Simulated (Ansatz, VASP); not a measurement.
## BN: VASP beside Ansatz

```
B N
1.0
     1.20270    0.69438    3.29556
    -1.20270    0.69438    3.29556
     0.00000   -1.38876    3.29556
B N
1 1
Direct
  0.01214 0.01214 0.01214
  0.32314 0.32314 0.32314
```

Change from the starting cell: mode 4 frozen in at +0.123 Å, equal normal strain along x and y -0.0400.

Alike in both runs: task single point; functional PBE; dispersion D3(BJ); k mesh 12 × 12 × 12; occupations gaussian, width 0.05 eV; no spin polarisation.

|  | VASP | Ansatz |
| --- | --- | --- |
| version | VASP 6.6.1 | Ansatz 0.2.0 |
| potentials or method | VASP PAW PBE potentials, release 64 (B, N), cutoff 600 eV | scalar-relativistic, plane waves, PAW |
| valence electrons in the cell | 8 | 8 |

Ansatz gave:

```
gap on the k mesh at the Fermi level (eV)                     : 4.43
least direct gap on the mesh (eV)                             : 4.99
pressure (GPa)                                                : 30.1
traceless stress, the component that is largest in VASP (GPa) : -38.20
rms of the force components (eV/Å)                            : 1.475
```

**Question.** Estimate VASP's values.

**Answer.** gap on the k mesh at the Fermi level (eV): 4.42; least direct gap on the mesh (eV): 4.99; pressure (GPa): 30.2; traceless stress, the component that is largest in VASP (GPa): -38.66; rms of the force components (eV/Å): 1.477.

Atom by atom the forces differ by 0.002 eV/Å (rms over components). Both programs put the cell under a high pressure, so it lies far from rest at this level.
